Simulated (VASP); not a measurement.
Na, 1 atom in the cell. It takes space group Fm-3m (No. 225, cubic). Conventional cell: a = 3.206 Å, b = 3.206 Å, c = 3.206 Å, α = 90.00°, β = 90.00°, γ = 90.00°. Within 3.0 Å of Na (site symmetry m-3m) lie 12 Na at 2.27 Å. This isn't the form of Na at room conditions, which is bcc.

```yaml
Program: VASP 6.6.1
Task: relaxation of cell and atoms
Functional: PBEsol
Potentials_or_basis: VASP PAW PBE potentials, release 64 (Na_pv)
Cutoff: 500 eV
k_mesh: 22 × 22 × 22
Occupations: gaussian, width 0.1 eV
Spin: no spin polarisation
Target_pressure: 120 GPa
Dipole_correction: no
Further_INCAR_settings: ALGO = Normal; EDIFF = 1e-07; IBRION = 2; EDIFFG = -0.004; NSW = 70; ISIF = 3
```

Potentials or basis: VASP PAW PBE potentials, release 64 (Na_pv).

Run with:

```sh
$ cat potpaw_PBE.64/Na_pv/POTCAR > POTCAR
$ mpirun -np 1 vasp_std > vasp.out
```

Hardware: 1 thread of Intel Xeon 8259CL, on a shared host.

Problem. Estimate the wall time of this run.

Solution. Wall time 4.5 min on 1 thread of Intel Xeon 8259CL, with other jobs on the host, peak memory 0.12 GiB. Counts: scf iterations 101, k points 328, ion steps 19.
